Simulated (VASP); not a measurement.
SiO2, 6 atoms in the cell. It takes space group P4_2/mnm (No. 136, tetragonal). The conventional cell has a = 4.194 Å, b = 4.194 Å, c = 2.677 Å, α = 90.00°, β = 90.00°, γ = 90.00°. Si (site symmetry mmm) has 6 O at 1.76 to 1.82 Å within 2.3 Å. O (site symmetry m2m) has 3 Si at 1.76 to 1.82 Å and 1 O at 2.29 Å within 2.3 Å. 

* Program: VASP 6.6.1
* Task: single point
* Functional: PBE
* Potentials or basis: VASP PAW PBE potentials, release 64 (Si, O)
* Cutoff: 520 eV
* k mesh: 6 × 6 × 9
* Occupations: fermi-dirac, width 0.03 eV
* Spin: no spin polarisation
* Dipole correction: no
* Further INCAR settings: ALGO = Normal; EDIFF = 1e-06; NBANDS = 25

Potentials or basis: VASP PAW PBE potentials, release 64 (Si, O).

The run is started by

```bash
$ cat potpaw_PBE.64/Si/POTCAR potpaw_PBE.64/O/POTCAR > POTCAR
$ mpirun -np 1 vasp_std > vasp.out
```

Hardware: 1 thread of Intel Xeon 8259CL (shared host).

Question: How long does it take, and how much memory?

Answer: It took 62 s on 1 thread of Intel Xeon 8259CL, with other jobs on the host, peak memory 0.18 GiB. Counts: scf iterations 13, k points 50.
